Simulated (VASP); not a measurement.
# Pb (Fm-3m) in VASP: single point with PBE

Aim: the single point of Pb with PBE.

Everything below comes from runs of VASP 6.6.1. Logs are shortened: lines on timing, memory, paths and dates and some standing lists are left out, and cuts for length are marked.

## Step 1: The cell of the first run

The structure is cubic, space group Fm-3m (No. 225). The conventional cell has a = 5.039 Å, b = 5.039 Å, c = 5.039 Å, α = 90.00°, β = 90.00°, γ = 90.00°. Within 4.7 Å of Pb (site symmetry m-3m) lie 12 Pb at 3.56 Å.

## Step 2: Single point, PBE

INCAR

```
SYSTEM = Pb
ALGO = Normal
EDIFF = 1E-6
ENCUT = 500
GGA = PE
GGA_COMPAT = .FALSE.
ISIF = 2
ISMEAR = -1
LASPH = .TRUE.
LCHARG = .FALSE.
LREAL = .FALSE.
LWAVE = .FALSE.
NBANDS = 13
NELM = 120
PREC = Accurate
SIGMA = 0.1
```

KPOINTS

```
k-points
0
G
  15 15 15
  0 0 0
```

POSCAR

```
Pb
1.0
    0.0000000000      2.5197432836      2.5197432836
    2.5197432836      0.0000000000      2.5197432836
    2.5197432836      2.5197432836      0.0000000000
Pb
1
Direct
    0.0000000000      0.0000000000      0.0000000000
```

Potentials or basis: VASP PAW PBE potentials, release 64 (Pb_d).

Run with:

```sh
$ cat potpaw_PBE.64/Pb_d/POTCAR > POTCAR
$ mpirun -np 1 vasp_std > vasp.out
```

OUTCAR:

```text
SYSTEM = Pb
   EDIFF = 1E-6
   ENCUT = 500
   GGA = PE
   ISIF = 2
   ISMEAR = -1
   LASPH = .TRUE.
   LREAL = .FALSE.
   NELM = 120
   PREC = Accurate

 ion  position               nearest neighbor table
   1  0.000  0.000  0.000-

  LATTYP: Found a face centered cubic cell.
 ALAT       =     5.0394865672

  Lattice vectors:

 A1 = (   0.0000000000,   2.5197432836,   2.5197432836)
 A2 = (   2.5197432836,   0.0000000000,   2.5197432836)
 A3 = (   2.5197432836,   2.5197432836,   0.0000000000)

Analysis of symmetry for initial positions (statically):
=====================================================================
 Subroutine PRICEL returns:
 Original cell was already a primitive cell.

 Routine SETGRP: Setting up the symmetry group for a
 face centered cubic supercell.

 Subroutine GETGRP returns: Found 48 space group operations
 (whereof 48 operations were pure point group operations)
 out of a pool of 48 trial point group operations.

The static configuration has the point symmetry O_h .

Analysis of symmetry for dynamics (positions and initial velocities):
=====================================================================
 Subroutine PRICEL returns:
 Original cell was already a primitive cell.

 Routine SETGRP: Setting up the symmetry group for a
 face centered cubic supercell.

 Subroutine GETGRP returns: Found 48 space group operations
 (whereof 48 operations were pure point group operations)
 out of a pool of 48 trial point group operations.

The dynamic configuration has the point symmetry O_h .

 Subroutine INISYM returns: Found 48 space group operations
 (whereof 48 operations are pure point group operations),
 and found     1 'primitive' translations

----------------------------------------------------------------------------------------

                                     Primitive cell

  volume of cell :      31.9962

  direct lattice vectors                    reciprocal lattice vectors
     0.000000000  2.519743284  2.519743284    -0.198432913  0.198432913  0.198432913
     2.519743284  0.000000000  2.519743284     0.198432913 -0.198432913  0.198432913
     2.519743284  2.519743284  0.000000000     0.198432913  0.198432913 -0.198432913

  length of vectors
     3.563455125  3.563455125  3.563455125     0.343695887  0.343695887  0.343695887

  position of ions in fractional coordinates (direct lattice)
     0.000000000  0.000000000  0.000000000

  ion indices of the primitive-cell ions
   primitive index   ion index
                 1           1

----------------------------------------------------------------------------------------

 KPOINTS: k-points

Automatic generation of k-mesh.
 Grid dimensions read from file:
 generate k-points for:   15   15   15

 Generating k-lattice:

  Cartesian coordinates                     Fractional coordinates (reciprocal lattice)
    -0.013228861  0.013228861  0.013228861     0.066666667  0.000000000  0.000000000
     0.013228861 -0.013228861  0.013228861     0.000000000  0.066666667  0.000000000
     0.013228861  0.013228861 -0.013228861     0.000000000  0.000000000  0.066666667

  Length of vectors
     0.022913059  0.022913059  0.022913059

  Shift w.r.t. Gamma in fractional coordinates (k-lattice)
     0.000000000  0.000000000  0.000000000

 Subroutine IBZKPT returns following result:
 ===========================================

 Found    120 irreducible k-points:

 Following reciprocal coordinates:
            Coordinates               Weight
  0.000000  0.000000  0.000000      1.000000
  0.066667  0.000000  0.000000      8.000000
  0.133333  0.000000  0.000000      8.000000
  0.200000  0.000000  0.000000      8.000000
  0.266667  0.000000  0.000000      8.000000
  0.333333  0.000000  0.000000      8.000000
[... 16 lines left out ...]
  0.133333  0.133333  0.000000      6.000000
  0.200000  0.133333  0.000000     24.000000
 [... further k-points ...]
   k-points           NKPTS =    120   k-points in BZ     NKDIM =    120   number of bands    NBANDS=     13
   number of dos      NEDOS =    301   number of ions     NIONS =      1
   total plane-waves  NPLWV =  21952
   dimension x,y,z NGX =    28 NGY =   28 NGZ =   28
   dimension x,y,z NGXF=    56 NGYF=   56 NGZF=   56
   ions per type =               1
   NGX,Y,Z   is equivalent  to a cutoff of  13.06, 13.06, 13.06 a.u.
   NGXF,Y,Z  is equivalent  to a cutoff of  26.13, 26.13, 26.13 a.u.
 SYSTEM =  Pb
   PREC   = accura    normal or accurate (medium, high low for compatibility)
   ISTART =      0    job   : 0-new  1-cont  2-samecut
   ICHARG =      2    charge: 1-file 2-atom 10-const
   ISPIN  =      1    spin polarized calculation?
   LNONCOLLINEAR =      F non collinear calculations
   LSORBIT =      F    spin-orbit coupling
   LASPH  =      T    aspherical Exc in radial PAW
   ENCUT  =  500.0 eV  36.75 Ry    6.06 a.u.   6.50  6.50  6.50*2*pi/ulx,y,z
   NELM   =    120;   NELMIN=  2; NELMDL= -5     # of ELM steps
   EDIFF  = 0.1E-05   stopping-criterion for ELM
   LREAL  =      F    real-space projection
   EDIFFG = 0.1E-04   stopping-criterion for IOM
   NSW    =      0    number of steps for IOM
   IBRION =     -1    ionic relax: 0-MD 1-quasi-New 2-CG
   NFREE  =      0    steps in history (QN), initial steepest desc. (CG)
   ISIF   =      2    stress and relaxation
   ISYM   =      2    0-nonsym 1-usesym 2-fastsym
   POTIM  = 0.5000    time-step for ionic-motion
   TEBEG  =    0.0;   TEEND  =   0.0 temperature during run
   PSTRESS=    0.0 pullay stress
   NELECT =      14.0000    total number of electrons
   NUPDOWN=      -1.0000    fix difference up-down
   EMIN   =  10.00;   EMAX   =-10.00  energy-range for DOS
   EFERMI =   0.00;   METHOD = LEGACY
   ISMEAR =    -1;   SIGMA  =   0.10  broadening in eV -4-tet -1-fermi 0-gaus
   EFERMI_NEDOS =   21; number of points for ismear=-14 and -15
   IALGO  =     38    algorithm
   IMIX   =      4    mixing-type and parameters
     AMIX     =   0.40;   BMIX     =  1.00
     AMIX_MAG =   1.60;   BMIX_MAG =  1.00
  volume/ion in A,a.u.               =      32.00       215.92
  Fermi-wavevector in a.u.,A,eV,Ry     =   1.242848  2.348641 21.016514  1.544670
  Thomas-Fermi vector in A             =   2.377184
   LORBIT       =      0    0 simple, 1 ext, 2 COOP (PROOUT), +10 PAW based schemes
   GGA     = PE    functional components
   LHFCALC =     F    Hartree Fock is set to
   AEXX    =    0.0000 exact exchange contribution
   IVDW    =     0    specifies the selected vdW correction
   LEPSILON=     F    determine dielectric tensor
   LRPA    =     F    only Hartree local field effects (RPA)
 non-spin polarized calculation
  energy-cutoff  :      500.00
  volume of cell :       32.00
 maximum number of plane-waves:       869
 NGX is ok and might be reduce to    28
   NGX = 13   NGY = 13   NGZ = 13

 number of electron      14.0000003 magnetization

 Free energy of the ion-electron system (eV)
  ---------------------------------------------------
  ext. energy  EPLUGINS =         0.00000000
  ---------------------------------------------------
  free energy    TOTEN  =        -3.57381250 eV

  energy without entropy =       -3.55716547  energy(sigma->0) =       -3.56548899

 E-fermi :   6.6900     XC(G=0):  -9.9296

 val. band max:        6.6300212492   @ k =  -0.4667   0.3333   0.0000
 cond. band min:       6.7267952477   @ k =  -0.2667   0.2667   0.0000
 fundamental gap:      0.0967739985
 Fermi energy:         6.6899781119

 k-point     1 :       0.0000    0.0000    0.0000
  band No.  band energies     occupation
      1     -10.3432      2.00000
      2     -10.3432      2.00000
      3     -10.3432      2.00000
      4     -10.2250      2.00000
      5     -10.2250      2.00000
      6      -4.7066      2.00000
      7      13.6948      0.00000
      8      13.6948      0.00000
      9      13.6948      0.00000
     10      16.4194      0.00000
     11      17.3560      0.00000
     12      18.7922      0.00000
     13      18.7922      0.00000

 k-point     2 :       0.0667    0.0000    0.0000
  band No.  band energies     occupation
      1     -10.3431      2.00000
      2     -10.3376      2.00000
      3     -10.3376      2.00000
      4     -10.2254      2.00000
      5     -10.2254      2.00000
      6      -4.6258      2.00000
      7      12.6813      0.00000
      8      13.5931      0.00000
      9      13.5931      0.00000
     10      16.1669      0.00000
     11      17.8801      0.00000
     12      18.9740      0.00000
     13      18.9740      0.00000

 k-point     3 :       0.1333    0.0000    0.0000
  band No.  band energies     occupation
      1     -10.3434      2.00000
      2     -10.3244      2.00000
      3     -10.3244      2.00000
      4     -10.2237      2.00000
      5     -10.2237      2.00000
      6      -4.3836      2.00000
      7      10.7838      0.00000
      8      13.3295      0.00000
      9      13.3295      0.00000
     10      15.8244      0.00000
     11      18.7597      0.00000
     12      19.4114      0.00000
     13      19.4116      0.00000

 k-point     4 :       0.2000    0.0000    0.0000
  band No.  band energies     occupation
      1     -10.3450      2.00000
      2     -10.3138      2.00000
      3     -10.3138      2.00000
      4     -10.2122      2.00000
      5     -10.2122      2.00000
      6      -3.9822      2.00000
      7       8.7956      0.00000
      8      12.9872      0.00000
      9      12.9872      0.00000
     10      15.5645      0.00000
     11      18.6102      0.00000
     12      19.1698      0.00000
     13      19.1698      0.00000

 k-point     5 :       0.2667    0.0000    0.0000
  band No.  band energies     occupation
      1     -10.3484      2.00000
      2     -10.3138      2.00000
      3     -10.3138      2.00000
      4     -10.1866      2.00000
      5     -10.1866      2.00000
      6      -3.4304      2.00000
      7       6.9082      0.20265
      8      12.6388      0.00000
      9      12.6388      0.00000
     10      15.4133      0.00000
     11      17.7444      0.00000
     12      18.5716      0.00000
     13      18.5716      0.00000
[... 257 lines left out ...]
 k-point    22 :      -0.0667    0.0667    0.0000
  band No.  band energies     occupation
      1     -10.3453      2.00000
      2     -10.3309      2.00000
      3     -10.3251      2.00000
      4     -10.2312      2.00000
      5     -10.2196      2.00000
      6      -4.4912      2.00000
      7      11.7939      0.00000
      8      12.7141      0.00000
      9      13.7614      0.00000
     10      16.1392      0.00000
     11      18.0978      0.00000
     12      18.8954      0.00000
     13      19.5604      0.00000

 k-point    23 :       0.1333    0.1333    0.0000
  band No.  band energies     occupation
      1     -10.3659      2.00000
      2     -10.3017      2.00000
      3     -10.3017      2.00000
      4     -10.2492      2.00000
      5     -10.2076      2.00000
      6      -4.2760      2.00000
      7      11.5247      0.00000
      8      12.2613      0.00000
      9      12.2613      0.00000
     10      15.2575      0.00000
     11      17.2858      0.00000
     12      20.3313      0.00000
     13      20.7206      0.00000

 k-point    24 :       0.2000    0.1333    0.0000
  band No.  band energies     occupation
      1     -10.3730      2.00000
      2     -10.2863      2.00000
      3     -10.2833      2.00000
      4     -10.2556      2.00000
      5     -10.1961      2.00000
      6      -3.9814      2.00000
      7      10.0408      0.00000
      8      11.7689      0.00000
      9      12.0448      0.00000
     10      15.2403      0.00000
     11      16.4422      0.00000
     12      20.1373      0.00000
     13      21.2782      0.00000

 [... further k-points ...]

------------------------ aborting loop because EDIFF is reached ----------------------------------------

  FORCE on cell =-STRESS in cart. coord.  units (eV):
  Direction    XX          YY          ZZ          XY          YZ          ZX
  --------------------------------------------------------------------------------------
  -------------------------------------------------------------------------------------
  Total       -0.0075434     -0.0075434     -0.0075434     -0.0000000     -0.0000000      0.0000000
  in kB       -0.3777269     -0.3777269     -0.3777269     -0.0000000     -0.0000000      0.0000000
  external PRESSURE =      -0.3777269 kB  Pullay stress =       0.0000000 kB

 VOLUME and BASIS-vectors are now :
 -----------------------------------------------------------------------------
  energy-cutoff  :      500.00
  volume of cell :       32.00
      direct lattice vectors                 reciprocal lattice vectors
     0.000000000  2.519743284  2.519743284    -0.198432913  0.198432913  0.198432913
     2.519743284  0.000000000  2.519743284     0.198432913 -0.198432913  0.198432913
     2.519743284  2.519743284  0.000000000     0.198432913  0.198432913 -0.198432913

 POSITION                                       TOTAL-FORCE (eV/Angst)
 -----------------------------------------------------------------------------------
      0.00000      0.00000      0.00000        -0.000000      0.000000      0.000000
 -----------------------------------------------------------------------------------
    total drift:                               -0.000000     -0.000000     -0.000000

  FREE ENERGIE OF THE ION-ELECTRON SYSTEM (eV)
  ---------------------------------------------------
  free  energy   TOTEN  =        -3.5738124978 eV

  energy  without entropy=       -3.5571654734  energy(sigma->0) =       -3.56548899
```

Wall time 17 s (1 thread of Intel Xeon Platinum 8559C (Emerald Rapids), shared host); peak memory 0.19 GiB.

What came out:

* Free energy: -3.5738 eV
* Pressure: 0.0 GPa
* Band gap on the k mesh: zero (band 7 reaches 13.69 eV, above the bottom of band 8 at 5.26 eV)

Caveat: spin-orbit coupling is left out, which moves the levels of the heavy elements.
